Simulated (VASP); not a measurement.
Set up this calculation in VASP 6.6.1, as the native input.

```
Task                   : relaxation of cell and atoms
Functional             : LDA
Potentials or basis    : VASP PAW LDA potentials, release 64 (Au)
Cutoff                 : 600 eV
k mesh                 : 14 × 14 × 14
Occupations            : gaussian, width 0.1 eV
Spin                   : no spin polarisation
Dipole correction      : no
Further INCAR settings : ALGO = Normal; EDIFF = 1e-07; IBRION = 2; EDIFFG = -0.002; NSW = 100; ISIF = 3
```

The structure of Au lies in POSCAR:

```
Au
1.0
    0.0000000000      2.0585000000      2.0585000000
    2.0585000000      0.0000000000      2.0585000000
    2.0585000000      2.0585000000      0.0000000000
Au
1
Direct
    0.0000000000      0.0000000000      0.0000000000
```

One way to write it, as run:

INCAR

```
SYSTEM = Au
  PREC = Accurate
  ENCUT = 600
  EDIFF = 1E-7
  ISMEAR = 0
  SIGMA = 0.1
  LREAL = .False.
  LASPH = .True.
  NELM = 100
  ALGO = Normal
  ISIF = 3
  LWAVE = .False.
  LCHARG = .False.
  IBRION = 2
  NSW = 100
  EDIFFG = -0.002
```

KPOINTS

```
regular mesh
0
Gamma
  14 14 14
  0 0 0
```

Potentials or basis: VASP PAW LDA potentials, release 64 (Au).

The run is started by

```sh
$ cat potpaw_LDA.64/Au/POTCAR > POTCAR
$ mpirun -np 1 vasp_std > vasp.out
```

It gave:

```yaml
Relaxed_volume: 16.63 Å³/atom
Relaxed_cell: a = 2.865 Å, b = 2.865 Å, c = 2.865 Å, α = 60.00°, β = 60.00°, γ = 60.00°
Space_group_after_relaxing_to_0.05_Å: Fm-3m (No. 225)
Energy_gained_by_relaxing: 21.8 meV/atom
Ionic_steps: 7
Pressure_after_relaxing: 0.0 GPa
```

It took 30 s on 1 thread of Intel Xeon 6975P-C (shared host), peak memory 0.16 GiB.
